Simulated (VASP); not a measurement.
Cs: single point with LDA

Cs:

```
Cs
1.0
    -2.96205    2.96205    3.02250
     2.96205   -2.96205    3.02250
     2.96205    2.96205   -3.02250
Cs
1
Cartesian
  0.0000 0.0000 0.0000
```

This cell differs from its parent crystal: equal xx and yy strain of -2 %.

```json
{"Program": "VASP 6.6.1", "Task": "single point", "Functional": "LDA", "Potentials or basis": "VASP PAW LDA potentials, release 64 (Cs_sv)", "Cutoff": "520 eV", "k mesh": "9 × 9 × 9", "Occupations": "fermi-dirac, width 0.05 eV", "Spin": "no spin polarisation", "Dipole correction": "no", "Further INCAR settings": "ALGO = Normal; EDIFF = 1e-06; NBANDS = 10"}
```

* Pressure: -0.2 GPa

Levels at points of the mesh, in eV from the Fermi level:
```tsv
k point	band 1	band 2	band 3	band 4	band 5	band 6	band 7	band 8	band 9	band 10
(0.00, 0.00, 0.00)	-23.78	-10.50	-10.50	-10.50	-1.77	2.44	2.44	2.53	3.36	3.49
```

Run time: 20 s on 1 thread of AMD EPYC 9R45 (Zen 5), with other jobs on the host, peak memory 0.2 GiB.

Caveat: the cell differs from its parent crystal (equal xx and yy strain of -2 %); spin-orbit coupling is left out, which moves the levels of the heavy elements.
